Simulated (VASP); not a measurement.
Write the native input for VASP 6.6.1 that does the following.

- Task: single point
- Functional: r2SCAN
- Potentials or basis: VASP PAW PBE potentials, release 64 (Sn_d, O)
- Cutoff: 520 eV
- k mesh: 6 × 6 × 8
- Occupations: gaussian, width 0.05 eV
- Spin: no spin polarisation
- Dipole correction: no
- Further INCAR settings: ALGO = Normal; EDIFF = 1e-06; NBANDS = 35

The system is SnO2.

```
CELL_PARAMETERS angstrom
4.78800 0.00000 0.00000
0.00000 4.86658 0.00000
0.00000 0.00000 3.24090
ATOMIC_POSITIONS crystal
Sn 0.50000 0.50000 0.50000
Sn 0.00000 0.00000 0.00000
O 0.30994 0.33884 0.02672
O 0.79185 0.17896 0.50000
O 0.20814 0.82104 0.50000
O 0.70815 0.67896 0.00000
```

This cell differs from its parent crystal: atom 3 (O) moved +0.150 Å along Cartesian [1 1 1].

The input as run:

POSCAR

```
SnO2
1.0
    4.7880040000      0.0000000000      0.0000000000
    0.0000000000      4.8665820000      0.0000000000
    0.0000000000      0.0000000000      3.2408980000
Sn O
2 4
Direct
    0.5000000000      0.5000000000      0.5000000000
    0.0000000000      0.0000000000      0.0000000000
    0.3099423993      0.3388373521      0.0267217729
    0.7918550000      0.1789580000      0.5000000000
    0.2081450000      0.8210420000      0.5000000000
    0.7081450000      0.6789580000      0.0000000000
```

INCAR.step1

```
SYSTEM = SnO2
  PREC = Accurate
  ENCUT = 520
  ISMEAR = 0
  SIGMA = 0.05
  LREAL = .False.
  LASPH = .True.
  NELM = 60
  NBANDS = 35
  GGA = PE
  ALGO = Normal
  EDIFF = 1E-4
  LWAVE = .True.
  LCHARG = .False.
```

INCAR.step2

```
SYSTEM = SnO2
  PREC = Accurate
  ENCUT = 520
  EDIFF = 1E-6
  ISMEAR = 0
  SIGMA = 0.05
  LREAL = .False.
  LASPH = .True.
  NELM = 60
  ALGO = Normal
  ISIF = 2
  LWAVE = .False.
  LCHARG = .True.
  METAGGA = R2SCAN
  LMIXTAU = .True.
  LELF = .True.
  LVHAR = .True.
  NBANDS = 35
  ISTART = 1
```

KPOINTS

```
regular mesh
0
Gamma
  6 6 8
  0 0 0
```

Potentials or basis: VASP PAW PBE potentials, release 64 (Sn_d, O).

Launch:

```sh
$ cat potpaw_PBE.64/Sn_d/POTCAR potpaw_PBE.64/O/POTCAR > POTCAR
$ cp INCAR.step1 INCAR
$ mpirun -np 1 vasp_std > vasp.out
$ cp INCAR.step2 INCAR
$ mpirun -np 1 vasp_std > vasp.out
```

It gave:

```yaml
Pressure: -4.9 GPa
Largest_force: 3.033 eV/Å
Band_gap_on_the_k_mesh: 1.47 eV
```

Caveat: the cell differs from its parent crystal (atom 3 (O) moved +0.150 Å along Cartesian [1 1 1]); the cell stands under tension; the PAW data sets were made with another functional, which shifts forces and pressure a little; spin-orbit coupling is left out, which moves the levels of the heavy elements.

Wall time 21 min on 1 thread of Intel Xeon 8259CL, with other jobs on the host, peak memory 0.4 GiB.
